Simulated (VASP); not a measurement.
Runs of VASP 6.6.1 on HfN. The structure is that of space group Fm-3m (No. 225), or close to it. The cells are those of the table. 

```csv
task,level,potentials or basis,cell,cutoff (eV),gap on the mesh (eV),pressure (GPa),relaxed volume (Å³/atom)
single point,r2SCAN+D4,"VASP PAW PBE potentials, release 64 (Hf_pv, N)","a = 3.194 Å, angles 60.0°, 2 atoms",520,none,-2.7,-
single point,PBEsol,"VASP PAW PBE potentials, release 64 (Hf_pv, N)","a = 3.184 Å, angles 60.0°, 2 atoms",520,none,(a),-
relaxation of cell and atoms,r2SCAN+D4,"VASP PAW PBE potentials, release 64 (Hf_pv, N)","relaxed from a = 3.190 Å, angles 60.0°, 2 atoms",600,none,0.0,11.41
single point,LDA,"VASP PAW LDA potentials, release 64 (Hf_pv, N)","a = 3.160 Å, angles 60.0°, 2 atoms",520,none,-1.2,-
relaxation of cell and atoms,LDA,"VASP PAW LDA potentials, release 64 (Hf_pv, N)","relaxed from a = 3.190 Å, angles 60.0°, 2 atoms",600,none,0.0,11.11
relaxation of cell and atoms,PBEsol,"VASP PAW PBE potentials, release 64 (Hf_pv, N)","relaxed from a = 3.190 Å, angles 60.0°, 2 atoms",600,none,0.0,(b)
```

Alike in all rows: no spin polarisation; k mesh 10 × 10 × 10; smearing fermi-dirac 0.1 eV.

Question: Fill in the values left out.

Answer: (a) -2.2; (b) 11.32.

Caveats: spin-orbit coupling is left out, which moves the levels of the heavy elements; the PAW data sets were made with another functional, which shifts forces and pressure a little (some runs); pairwise dispersion overbinds metals, which lowers pressure and volume (some runs).

A k mesh can miss the band edges, and the runs leave out spin-orbit coupling on Hf.

A gap of «none» marks levels without a gap at the run's occupations.
